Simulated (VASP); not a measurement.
Runs of VASP 6.6.1 on C. The structure is that of space group C2 (No. 5), or close to it. The cells are those of the table. 

```tsv
cell	gap on the mesh (eV)	pressure (GPa)	largest force (eV/Å)
a = 2.518, b = 2.518, c = 16.626 Å, angles 88.7, 87.4, 60.0°, 16 atoms	2.61	(a)	4.48
a = 2.518, b = 2.518, c = 16.640 Å, angles 88.3, 86.5, 60.0°, 16 atoms	1.05	2.3	4.82
a = 2.518, b = 2.518, c = 16.611 Å, angles 89.6, 89.1, 60.0°, 16 atoms	(b)	0.6	1.69
a = 2.518, b = 2.518, c = 16.617 Å, angles 89.1, 88.3, 60.0°, 16 atoms	3.99	0.6	3.28
```

Alike in all rows: task single point; level PBE; potentials or basis VASP PAW PBE potentials, release 64 (C); no spin polarisation; k mesh 10 × 10 × 2; cutoff (eV) 520; smearing gaussian 0.05 eV.

Question: Estimate the missing entries.

Answer: (a) 1.2; (b) 4.45.

Caveats: forces of over 1 eV/Å act on the atoms, so gaps and moduli don't describe the material at rest; the stress differs along the axes, from -4 to 5 GPa (at least some runs); the stress differs along the axes, from -6 to 11 GPa (at least some runs).

A k mesh can miss the band edges.
